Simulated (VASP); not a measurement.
GaSb:

```
CELL_PARAMETERS angstrom
0.00000 3.01766 3.01766
3.01766 0.00000 3.01766
3.01766 3.01766 0.00000
ATOMIC_POSITIONS crystal
Sb 0.75000 0.75000 0.75000
Ga 0.00000 0.00000 0.00000
```

Base run:

| Item | Value |
| --- | --- |
| Program | VASP 6.6.1 |
| Functional | b88 exchange, pbe correlation |
| Potentials or basis | VASP PAW PBE potentials, release 64 (Sb, Ga_d) |
| Cutoff | 500 eV |
| k mesh | 8 × 8 × 8 |
| Occupations | fermi-dirac, width 0.05 eV |
| Spin | no spin polarisation |

Its results: band gap on the k mesh 0.31 eV; pressure 4.7 GPa.

**Question.** The run is repeated on the same cell with these changes: functional from b88 exchange, pbe correlation to PBE-based screened hybrid with 25 % exact exchange; cutoff from 500 eV to 520 eV; k mesh from 8 × 8 × 8 to 4 × 4 × 4. What comes out?

**Answer.** Band gap on the k mesh 1.05 eV (least direct gap 1.07 eV); pressure 3.2 GPa.

Several settings changed at once.

Caveats: some runs use coarse meshes; the PAW data sets were made with another functional, which shifts forces and pressure a little; spin-orbit coupling is left out, which moves the levels of the heavy elements; the cell stands under pressure (at least some runs).

A k mesh can miss the band edges.
